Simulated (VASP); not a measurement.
Here is a VASP 6.6.1 calculation.

Contents of INCAR:

```
SYSTEM = Mn
PREC = Accurate
ENCUT = 520
EDIFF = 1E-6
ISMEAR = -1
SIGMA = 0.1
LREAL = .FALSE.
LASPH = .TRUE.
NELM = 60
ALGO = Normal
ISIF = 2
LWAVE = .FALSE.
LCHARG = .FALSE.
GGA = PE
NBANDS = 20
```

File KPOINTS:

```
regular mesh
0
G
  18 18 18
  0 0 0
```

The input POSCAR:

```
Mn
1.0
    0.0000000000      2.4082825020      2.4082825020
    2.4082825020      0.0000000000      2.4082825020
    2.4082825020      2.4082825020      0.0000000000
Mn
2
Direct
    0.1250000000      0.1250000000      0.1250000000
    0.8750000000      0.8750000000      0.8750000000
```

Potentials or basis: VASP PAW PBE potentials, release 64 (Mn_pv).

Command:

```console
$ cat potpaw_PBE.64/Mn_pv/POTCAR > POTCAR
$ mpirun -np 1 vasp_std > vasp.out
```

Predict the band gap on the k mesh.

zero (bands 13 and 14 overlap by 0.72 eV).

Predict the pressure.

15.3 GPa.

Caveat: atoms lie so close that the PAW spheres overlap strongly, which falsifies energies and pressures; the cell stands under pressure; the run has no spin polarisation, though such a crystal can be magnetic. Spin polarisation is off, so any magnetic state and its effect on volume and gap are missing.
